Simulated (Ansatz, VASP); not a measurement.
# Zr in VASP and in Ansatz

```
CELL_PARAMETERS angstrom
3.18789 0.00000 0.00000
-1.59395 2.76080 0.00000
0.00000 0.00000 5.10224
ATOMIC_POSITIONS crystal
Zr 0.33333 0.66667 0.25000
Zr 0.66667 0.33333 0.75000
```

Alike in both runs: task single point; functional PBEsol; k mesh 19 × 19 × 10; occupations fermi-dirac, width 0.05 eV; collinear spin.

|  | VASP | Ansatz |
| --- | --- | --- |
| version | VASP 6.6.1 | Ansatz 0.2.0 |
| potentials or method | VASP PAW PBE potentials, release 64 (Zr_sv), cutoff 520 eV | plane waves (420 eV) with PAW, scalar-relativistic |
| valence electrons in the cell | 24 | 24 |

```tsv
	VASP	Ansatz	Ansatz less VASP
net moment per atom (μB)	0.00	0.00	0.000
```

VASP's potentials were made for PBE, not for PBEsol, and Ansatz warns of the same on its side. Ansatz's warnings: seeded moment not kept.
